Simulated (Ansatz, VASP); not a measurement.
BP: VASP beside Ansatz

POSCAR

```
BP
1.0
    0.0000000000      2.3363651390      2.2405387671
    2.3363651390      0.0000000000      2.2405387671
    2.3363651390      2.3363651390      0.0000000000
B P
1 1
Direct
    0.0000000000      0.0000000000      0.0000000000
    0.2500000000      0.2500000000      0.2500000000
```

INCAR.step1

```
PREC = Accurate
ENCUT = 520
EDIFF = 1E-5
ISMEAR = 0
SIGMA = 0.01
LREAL = F
LASPH = T
NELM = 80
ALGO = Normal
ISIF = 2
LWAVE = T
LCHARG = F
GGA = PE
NBANDS = 11
```

File INCAR.step2:

```
PREC = Accurate
ENCUT = 520
EDIFF = 1E-6
ISMEAR = 0
SIGMA = 0.01
LREAL = F
LASPH = T
NELM = 80
ALGO = Normal
ISIF = 2
LWAVE = F
LCHARG = F
GGA = PE
LHFCALC = T
HFSCREEN = 0.2079
PRECFOCK = Normal
ISTART = 1
NBANDS = 11
```

KPOINTS

```
regular mesh
0
Gamma
  6 6 6
```

Input for Ansatz:

```yaml
crystal:
  lattice:
    - [0.0, 2.336365139, 2.2405387671]
    - [2.336365139, 0.0, 2.2405387671]
    - [2.336365139, 2.336365139, 0.0]
  atoms:
    - { symbol: B, position: [0.0, 0.0, 0.0] }
    - { symbol: P, position: [0.25, 0.25, 0.25] }
kpoints:
  mp_grid: { grid: [6, 6, 6] }
  band_path:
    path:
      - [0.0, 0.0, 0.0]
      - [-0.5, -0.5, 0.0]
      - [-0.375, -0.375, 0.25]
      - [-0.375, 0.0, 0.375]
      - [0.0, 0.0, 0.5]
      - [-0.5, -0.25, 0.25]
      - [0.40625, 0.40625, 0.0]
    npoints: 1
hamiltonian:
  xc: hse06
scf:
  occupations: { method: fixed }
  n_extra_bands: 4
output:
  forces: true
  stress: true
  eigenvalues: true
  write_density: true
  write_potential: true
  elf: true
  volumetric_format: npy
```

Change from the starting cell: epitaxial_xy strain +3.0%.

Alike in both runs: task single point; functional HSE06; k mesh 6 × 6 × 6; no spin polarisation.

|  | VASP | Ansatz |
| --- | --- | --- |
| version | VASP 6.6.1 | Ansatz 0.2.0 |
| potentials or method | VASP PAW PBE potentials, release 64 (B, P) | plane waves, PAW |
| plane-wave cutoff (eV) | 520 | 420 |
| occupations | gaussian, width 0.01 eV | fixed |
| valence electrons in the cell | 8 | 8 |

Ansatz gave:

| Property | Result |
| --- | --- |
| gap on the k mesh at the Fermi level (eV) | 1.54 |
| pressure (GPa) | -8.6 |
| traceless stress, the component that is largest in VASP (GPa) | 7.21 |

Estimate VASP's values.

gap on the k mesh at the Fermi level (eV): 1.54; pressure (GPa): -9.1; traceless stress, the component that is largest in VASP (GPa): 7.24.

Ansatz's warnings: stress exchange threshold loose, stress scf threshold loose.
